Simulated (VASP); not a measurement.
# ReP (P6_3/mmc) in VASP: notebook, part 2 of 2

VASP 6.6.1. Earlier steps stand in the parts before.

## Step 3: Single point, r2SCAN

This run uses another cell than the first one, of 15.46 Å³/atom.

The input, POSCAR:

```
ReP
1.0
    3.7486665524      0.0000000000      0.0000000000
   -1.8743332762      3.2464404647      0.0000000000
    0.0000000000      0.0000000000      5.0801924991
Re P
2 2
Direct
    0.0000000000      0.0000000000      0.0000000000
    0.0000000000      0.0000000000      0.5000000000
    0.3333333333      0.6666666667      0.2500000000
    0.6666666667      0.3333333333      0.7500000000
```

The input, INCAR.step1:

```
PREC = Accurate ; ENCUT = 520
ISMEAR = 0 ; SIGMA = 0.05
LREAL = F ; LASPH = T
NELM = 100 ; NBANDS = 20
GGA = PE ; ALGO = Normal
EDIFF = 1E-4 ; LWAVE = T
LCHARG = F
```

The input, INCAR.step2:

```
PREC = Accurate ; ENCUT = 520
EDIFF = 1E-6 ; ISMEAR = 0
SIGMA = 0.05 ; LREAL = F
LASPH = T ; NELM = 100
ALGO = Normal ; ISIF = 2
LWAVE = F ; LCHARG = F
METAGGA = R2SCAN ; LMIXTAU = T
NBANDS = 20 ; ISTART = 1
```

The input, KPOINTS:

```
Automatic mesh
0
Gamma
  10 10 8
```

Potentials or basis: VASP PAW PBE potentials, release 64 (Re, P).

Launch:

```console
cat potpaw_PBE.64/Re/POTCAR potpaw_PBE.64/P/POTCAR > POTCAR
cp INCAR.step1 INCAR
mpirun -np 1 vasp_std > vasp.out
cp INCAR.step2 INCAR
mpirun -np 1 vasp_std > vasp.out
```

OUTCAR:

```text
PREC = Accurate
   ENCUT = 520
   EDIFF = 1E-6
   ISMEAR = 0
   LREAL = F
   LASPH = T
   NELM = 100
   ISIF = 2
   METAGGA = R2SCAN
   ISTART = 1

 ion  position               nearest neighbor table
   1  0.000  0.000  0.000-   3 2.51   4 2.51   4 2.51   3 2.51   4 2.51   3 2.51   2 2.54   2 2.54

   2  0.000  0.000  0.500-   3 2.51   4 2.51   4 2.51   3 2.51   4 2.51   3 2.51   1 2.54   1 2.54

   3  0.333  0.667  0.250-   1 2.51   2 2.51   1 2.51   2 2.51   1 2.51   2 2.51
   4  0.667  0.333  0.750-   1 2.51   2 2.51   1 2.51   2 2.51   1 2.51   2 2.51

  LATTYP: Found a hexagonal cell.
 ALAT       =     3.7486665524
 C/A-ratio  =     1.3551998899

  Lattice vectors:

 A1 = (   3.7486665524,   0.0000000000,   0.0000000000)
 A2 = (  -1.8743332762,   3.2464404647,   0.0000000000)
 A3 = (   0.0000000000,   0.0000000000,   5.0801924991)

Analysis of symmetry for initial positions (statically):
=====================================================================
 Subroutine PRICEL returns:
 Original cell was already a primitive cell.

 Routine SETGRP: Setting up the symmetry group for a
 hexagonal supercell.

 Subroutine GETGRP returns: Found 24 space group operations
 (whereof 12 operations were pure point group operations)
 out of a pool of 24 trial point group operations.

The static configuration has the point symmetry D_3d.
 The point group associated with its full space group is D_6h.

Analysis of symmetry for dynamics (positions and initial velocities):
=====================================================================
 Subroutine PRICEL returns:
 Original cell was already a primitive cell.

 Routine SETGRP: Setting up the symmetry group for a
 hexagonal supercell.

 Subroutine GETGRP returns: Found 24 space group operations
 (whereof 12 operations were pure point group operations)
 out of a pool of 24 trial point group operations.

The dynamic configuration has the point symmetry D_3d.
[... 122 lines left out ...]
   IMIX   =      4    mixing-type and parameters
     AMIX     =   0.40;   BMIX     =  1.00
     AMIX_MAG =   1.60;   BMIX_MAG =  1.00
  volume/ion in A,a.u.               =      15.46       104.30
  Fermi-wavevector in a.u.,A,eV,Ry     =   1.194237  2.256780 19.404649  1.426201
  Thomas-Fermi vector in A             =   2.330232
   LORBIT       =      0    0 simple, 1 ext, 2 COOP (PROOUT), +10 PAW based schemes
   METAGGA = R2SCAN    functional components
   LHFCALC =     F    Hartree Fock is set to
   AEXX    =    0.0000 exact exchange contribution
   IVDW    =     0    specifies the selected vdW correction
   LEPSILON=     F    determine dielectric tensor
   LRPA    =     F    only Hartree local field effects (RPA)
 non-spin polarized calculation
 Gauss-broadening in eV      SIGMA  =   0.05
  energy-cutoff  :      520.00
  volume of cell :       61.83
 maximum number of plane-waves:      1684
 NGX is ok and might be reduce to    28
   NGX = 13   NGY = 13   NGZ = 19

 number of electron      23.9999999 magnetization

 Free energy of the ion-electron system (eV)
  ---------------------------------------------------
  ext. energy  EPLUGINS =         0.00000000
  ---------------------------------------------------
  free energy    TOTEN  =      -122.63215667 eV

  energy without entropy =     -122.62816471  energy(sigma->0) =     -122.63016069

 E-fermi :   8.0619     XC(G=0): -12.9573

 val. band max:        8.0597811028   @ k =   0.4000  -0.0000   0.5000
 cond. band min:       8.0712767960   @ k =   0.4000   0.2000   0.1250
 fundamental gap:      0.0114956932
 Fermi energy:         8.0619429610

 k-point     1 :       0.0000    0.0000    0.0000
  band No.  band energies     occupation
      1      -6.5283      2.00000
      2      -2.2796      2.00000
      3       0.4091      2.00000
      4       1.6661      2.00000
      5       1.6661      2.00000
      6       2.4939      2.00000
[... 541 lines left out ...]
     19      15.1144      0.00000
     20      16.0307      0.00000

 [... further k-points ...]

------------------------ aborting loop because EDIFF is reached ----------------------------------------

  FORCE on cell =-STRESS in cart. coord.  units (eV):
  Direction    XX          YY          ZZ          XY          YZ          ZX
  --------------------------------------------------------------------------------------
  -------------------------------------------------------------------------------------
  Total       -0.6440496     -0.6440496     -1.8660569      0.0000000     -0.0000000      0.0000000
  in kB      -16.6903502    -16.6903502    -48.3583019      0.0000000     -0.0000000      0.0000000
  external PRESSURE =     -27.2463341 kB  Pullay stress =       0.0000000 kB

 VOLUME and BASIS-vectors are now :
 -----------------------------------------------------------------------------
  energy-cutoff  :      520.00
  volume of cell :       61.83
      direct lattice vectors                 reciprocal lattice vectors
     3.748666552  0.000000000  0.000000000     0.266761523  0.154014837  0.000000000
    -1.874333276  3.246440465  0.000000000     0.000000000  0.308029675  0.000000000
     0.000000000  0.000000000  5.080192499     0.000000000  0.000000000  0.196842935

 POSITION                                       TOTAL-FORCE (eV/Angst)
 -----------------------------------------------------------------------------------
      0.00000      0.00000      0.00000         0.000000      0.000000      0.000000
      0.00000      0.00000      2.54010         0.000000      0.000000      0.000000
     -0.00000      2.16429      1.27005         0.000000     -0.000000     -0.000000
      1.87433      1.08215      3.81014        -0.000000      0.000000      0.000000
 -----------------------------------------------------------------------------------
    total drift:                               -0.000000     -0.000000     -0.000000

  FREE ENERGIE OF THE ION-ELECTRON SYSTEM (eV)
  ---------------------------------------------------
  free  energy   TOTEN  =      -122.6321566719 eV

  energy  without entropy=     -122.6281647068  energy(sigma->0) =     -122.63016069
```

OSZICAR.step1:

```text
N       E                     dE             d eps       ncg     rms          rms(c)
DAV:   1     0.776365318523E+02    0.77637E+02   -0.11305E+04  5552   0.130E+03
DAV:   2    -0.314631241681E+02   -0.10910E+03   -0.10322E+03  5188   0.329E+02
DAV:   3    -0.366499409073E+02   -0.51868E+01   -0.50341E+01  5184   0.739E+01
DAV:   4    -0.367514875217E+02   -0.10155E+00   -0.10098E+00  5056   0.941E+00
DAV:   5    -0.367538642172E+02   -0.23767E-02   -0.23741E-02  4896   0.254E+00    0.439E+01
DAV:   6    -0.354639549677E+02    0.12899E+01   -0.44453E+00  5456   0.439E+01    0.149E+01
DAV:   7    -0.353156707349E+02    0.14828E+00   -0.38646E-01  5104   0.793E+00    0.828E+00
DAV:   8    -0.352813464908E+02    0.34324E-01   -0.66422E-02  5144   0.456E+00    0.561E-01
DAV:   9    -0.352809339890E+02    0.41250E-03   -0.44382E-03  5072   0.697E-01    0.333E-01
DAV:  10    -0.352809893543E+02   -0.55365E-04   -0.69425E-04  3832   0.332E-01
   1 F= -.35280989E+02 E0= -.35278787E+02  d E =-.440501E-02
```

Wall time 6.8 min (1 thread of Oxide Virtual Turin-like, shared host); peak memory 0.2 GiB.

Results:

```yaml
Free_energy: -122.6322 eV
Pressure: -2.7 GPa
Band_gap_on_the_k_mesh: zero (bands 12 and 13 overlap by 1.02 eV)
```

Levels at points of the mesh, in eV from the Fermi level:
| k point | band 8 | band 9 | band 10 | band 11 | band 12 | band 13 | band 14 | band 15 | band 16 | band 17 |
| --- | --- | --- | --- | --- | --- | --- | --- | --- | --- | --- |
| (0.00, 0.00, 0.00) | -3.50 | -1.88 | -1.88 | -0.64 | -0.64 | 1.02 | 1.92 | 1.92 | 3.18 | 6.46 |
| (0.50, 0.00, 0.00) | -3.63 | -3.15 | -1.67 | -1.06 | -0.03 | 0.31 | 1.26 | 1.78 | 2.95 | 5.53 |
| (0.00, 0.00, 0.50) | -4.24 | -1.90 | -1.90 | -1.90 | -1.90 | -0.48 | -0.48 | 4.34 | 4.34 | 4.34 |
| (0.50, 0.00, 0.50) | -3.85 | -1.79 | -1.79 | -0.50 | -0.50 | -0.37 | -0.37 | 2.41 | 2.41 | 4.83 |

Caveat: the PAW data sets were made with another functional, which shifts forces and pressure a little; spin-orbit coupling is left out, which moves the levels of the heavy elements.

## Step 4: Relaxation of cell and atoms, PBE

This run uses another cell than the first one, of 14.06 Å³/atom.

The input, INCAR:

```
ALGO = Fast
EDIFF = 1E-7
EDIFFG = -0.01
ENCUT = 600
GGA = PE
IBRION = 2
ISIF = 3
ISMEAR = 0
LASPH = T
LCHARG = F
LREAL = F
LWAVE = F
NELM = 80
NSW = 80
PREC = Accurate
SIGMA = 0.05
```

The input, KPOINTS:

```
k-points
0
Gamma
  12 12 8
```

The input, POSCAR:

```
ReP
1.0
    3.5986555579      0.0000000000      0.0000000000
   -1.7993277789      3.1165271326      0.0000000000
    0.0000000000      0.0000000000      5.0156448284
Re P
2 2
Direct
    0.0000000000      0.0000000000      0.0000000000
    0.0000000000      0.0000000000      0.5000000000
    0.3333333333      0.6666666667      0.2500000000
    0.6666666667      0.3333333333      0.7500000000
```

Launch:

```console
cat potpaw_PBE.64/Re/POTCAR potpaw_PBE.64/P/POTCAR > POTCAR
mpirun -np 1 vasp_std > vasp.out
```

It took 27 min on 1 thread of Oxide Virtual Turin-like, shared host; peak memory 0.24 GiB.

Results (log left out):

```yaml
Free_energy: -35.2773 eV
Relaxed_volume: 15.48 Å³/atom
Relaxed_cell: a = 3.754 Å, b = 3.754 Å, c = 5.076 Å, α = 90.00°, β = 90.00°, γ = 120.00°
Space_group_after_relaxing_to_0.1_Å: P6_3/mmc (No. 194)
Energy_gained_by_relaxing: 104.2 meV/atom
Ionic_steps: 10
Pressure_after_relaxing: 0.0 GPa
Band_gap_on_the_k_mesh: zero (bands 12 and 13 overlap by 1.08 eV)
```

Stress tensor (GPa, compression positive):
```
 0.05  0.00  0.00
 0.00  0.05  0.00
 0.00  0.00 -0.04
```

The path:
```tsv
step	energy change (eV)	largest force (eV/Å)	pressure (GPa)	volume (Å³)
1	0.0000	0.0000	26.04	56.25
2	1.5159	0.0000	-31.07	76.99
3	-0.3870	0.0000	-1.66	61.92
4	-0.3897	0.0000	-0.09	61.51
5	-0.3897	0.0000	0.33	61.40
6	-0.4114	0.0000	0.31	61.67
7	-0.4166	0.0000	0.35	61.86
8	-0.4166	0.0000	0.35	61.85
9	-0.4161	0.0000	-0.78	62.14
10	-0.4167	0.0000	0.02	61.94
```

Final structure:
```
Re P
1.0
     3.75373    0.00000    0.00000
    -1.87686    3.25082    0.00000
     0.00000    0.00000    5.07554
Re P
2 2
Direct
  0.00000 0.00000 0.00000
  0.00000 0.00000 0.50000
  0.33333 0.66667 0.25000
  0.66667 0.33333 0.75000
```

Levels at points of the mesh, in eV from the Fermi level:
| k point | band 10 | band 11 | band 12 | band 13 | band 14 | band 15 |
| --- | --- | --- | --- | --- | --- | --- |
| (0.00, 0.00, 0.00) | -1.82 | -0.60 | -0.60 | 0.95 | 1.78 | 1.78 |
| (0.50, 0.00, 0.00) | -1.62 | -1.02 | -0.06 | 0.24 | 1.18 | 1.67 |
| (0.00, 0.00, 0.50) | -1.85 | -1.85 | -1.85 | -0.54 | -0.54 | 4.08 |
| (0.50, 0.00, 0.50) | -1.74 | -0.49 | -0.49 | -0.36 | -0.36 | 2.22 |

Caveat: spin-orbit coupling is left out, which moves the levels of the heavy elements.

## Step 5: Relaxation of shape and atoms at fixed volume, PBE (14.61 Å³/atom)

This run uses another cell than the first one, of 14.61 Å³/atom.

The input, INCAR:

```
SYSTEM = ReP
PREC = Accurate
ENCUT = 600
EDIFF = 1E-7
ISMEAR = 0
SIGMA = 0.05
LREAL = .FALSE.
LASPH = .TRUE.
NELM = 100
ALGO = Normal
ISIF = 4
LWAVE = .FALSE.
LCHARG = .FALSE.
GGA = PE
IBRION = 2
NSW = 60
EDIFFG = -0.01
```

The input, KPOINTS:

```
regular mesh
0
G
  10 10 8
  0 0 0
```

The input, POSCAR:

```
ReP
1.0
    3.6577715700      0.0000000000      0.0000000000
   -1.8288857850      3.1677231009      0.0000000000
    0.0000000000      0.0000000000      5.0423436387
Re P
2 2
Direct
    0.0000000000      0.0000000000      0.0000000000
    0.0000000000      0.0000000000      0.5000000000
    0.3333333333      0.6666666667      0.2500000000
    0.6666666667      0.3333333333      0.7500000000
```

Launch:

```console
cat potpaw_PBE.64/Re/POTCAR potpaw_PBE.64/P/POTCAR > POTCAR
mpirun -np 1 vasp_std > vasp.out
```

Run time: 3.4 min. Hardware: 1 thread of Oxide Virtual Turin-like, shared host; peak memory 0.21 GiB.

Results (log left out):

| Property | Result |
| --- | --- |
| Free energy | -35.1314 eV |
| Energy gained by relaxing | 0.2 meV/atom |
| Ionic steps | 3 |
| Pressure after relaxing | 14.2 GPa |
| Band gap on the k mesh | zero (bands 12 and 13 overlap by 1.02 eV) |

Stress tensor (GPa, compression positive):
```
14.14  0.00  0.00
 0.00 14.14  0.00
 0.00  0.00 14.24
```

The path:
```tsv
step	energy change (eV)	largest force (eV/Å)	pressure (GPa)	volume (Å³)
1	0.0000	0.0000	14.60	58.42
2	-0.0006	0.0000	14.34	58.42
3	-0.0007	0.0000	14.17	58.42
```

Final structure:
```
CELL_PARAMETERS angstrom
3.64989 0.00000 0.00000
-1.82494 3.16089 0.00000
0.00000 0.00000 5.06415
ATOMIC_POSITIONS crystal
Re 0.00000 0.00000 0.00000
Re 0.00000 0.00000 0.50000
P 0.33333 0.66667 0.25000
P 0.66667 0.33333 0.75000
```

Levels at points of the mesh, in eV from the Fermi level:
```tsv
k point	band 9	band 10	band 11	band 12	band 13	band 14	band 15	band 16
(0.00, 0.00, 0.00)	-2.12	-2.12	-0.54	-0.54	0.91	1.69	1.69	2.81
(0.50, 0.00, 0.00)	-3.02	-1.52	-0.99	-0.12	0.15	1.09	1.57	3.21
(0.00, 0.00, 0.50)	-2.01	-2.01	-2.01	-2.01	-0.45	-0.45	4.27	4.27
(0.50, 0.00, 0.50)	-1.98	-1.98	-0.41	-0.41	-0.34	-0.34	2.34	2.34
```

Caveat: spin-orbit coupling is left out, which moves the levels of the heavy elements.

## Step 6: Overview

```tsv
task	level	cell	k mesh	cutoff (eV)	gap on the mesh (eV)	pressure (GPa)
relaxation of shape and atoms at fixed volume	PBE	relaxed from a = 3.897, b = 3.897, c = 5.170 Å, angles 90.0, 90.0, 120.0°, 4 atoms	10 × 10 × 8	600	none	-16.3
single point	r2SCAN	a = 3.749, b = 3.749, c = 5.080 Å, angles 90.0, 90.0, 120.0°, 4 atoms	10 × 10 × 8	520	none	-2.7
relaxation of cell and atoms	PBE	relaxed from a = 3.599, b = 3.599, c = 5.016 Å, angles 90.0, 90.0, 120.0°, 4 atoms	12 × 12 × 8	600	none	0.0
relaxation of shape and atoms at fixed volume	PBE	relaxed from a = 3.658, b = 3.658, c = 5.042 Å, angles 90.0, 90.0, 120.0°, 4 atoms	10 × 10 × 8	600	none	14.2
```

Alike in all rows: potentials or basis VASP PAW PBE potentials, release 64 (Re, P); no spin polarisation; smearing gaussian 0.05 eV.

Caveats: spin-orbit coupling is left out, which moves the levels of the heavy elements; the PAW data sets were made with another functional, which shifts forces and pressure a little (at least some runs).

Total energies depend on the potentials used, so only differences within one code and one set of settings carry meaning.

The gap in the log of VASP goes by the Fermi energy; the results here count the filled bands.